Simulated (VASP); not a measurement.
Runs of VASP 6.6.1 on Ca4Au. The structure is that of space group Pm-3m (No. 221), or close to it. The cells are those of the table. The cell was built from a structure type or drawn by symmetry, and may not be a known phase.

| task | cell | k mesh | cutoff (eV) | gap on the mesh (eV) | pressure (GPa) | relaxed volume (Å³/atom) |
| --- | --- | --- | --- | --- | --- | --- |
| single point | a = 5.799 Å, 5 atoms | 4 × 4 × 4 | 520 | none | 0.1 | - |
| relaxation of cell and atoms | relaxed from a = 5.799 Å, 5 atoms | 8 × 8 × 8 | 600 | none | 0.0 | (a) |
| single point | a = 4.849 Å, 5 atoms | 4 × 4 × 4 | 520 | none | 37.8 | - |
| relaxation of cell and atoms | relaxed from a = 4.849 Å, 5 atoms | 4 × 4 × 4 | 600 | none | 0.0 | 39.13 |
| single point | a = 5.802 Å, 5 atoms | 8 × 8 × 8 | 520 | none | 0.0 | - |

Alike in all rows: level PBE; potentials or basis VASP PAW PBE potentials, release 64 (Ca_sv, Au); no spin polarisation; smearing gaussian 0.1 eV.

**Question.** Estimate the missing entries.

**Answer.** (a) 39.15.

Caveats: spin-orbit coupling is left out, which moves the levels of the heavy elements; the cell stands under pressure (at least some runs); the volume moved by over 15 % at a fixed basis, so the end points are rough (at least some runs).

A k mesh can miss the band edges, and the runs leave out spin-orbit coupling on Au.

A gap of «none» marks levels without a gap at the run's occupations.
